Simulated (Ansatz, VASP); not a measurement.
**Rb: VASP beside Ansatz**

```
CELL_PARAMETERS angstrom
-2.69405 2.69405 2.69405
2.69405 -2.69405 2.69405
2.41117 2.41117 -2.69405
ATOMIC_POSITIONS crystal
Rb 0.00000 0.00000 0.00000
```

Change from the starting cell: engineering shear strain xy -0.1050, equal normal strain along x and y -0.0525.

Alike in both runs: task single point; functional LDA; k mesh 12 × 12 × 12; occupations gaussian, width 0.15 eV; no spin polarisation.

|  | VASP | Ansatz |
| --- | --- | --- |
| version | VASP 6.6.1 | Ansatz 0.2.0 |
| potentials or method | VASP PAW LDA potentials, release 64 (Rb_sv), cutoff 520 eV | scalar-relativistic, plane waves, PAW |
| valence electrons in the cell | 9 | 9 |

|  | VASP | Ansatz | Ansatz less VASP |
| --- | --- | --- | --- |
| gap on the k mesh at the Fermi level (eV) | none | none | - |
| pressure (GPa) | 0.5 | 0.5 | 0.00 |
| traceless stress, the component that is largest in VASP (GPa) | 0.26 | 0.26 | -0.001 |

LDA's correlation is that of Perdew and Zunger in VASP and of Perdew and Wang (1992) in Ansatz. A gap of «none» marks a metal or a gap that the smearing closes.
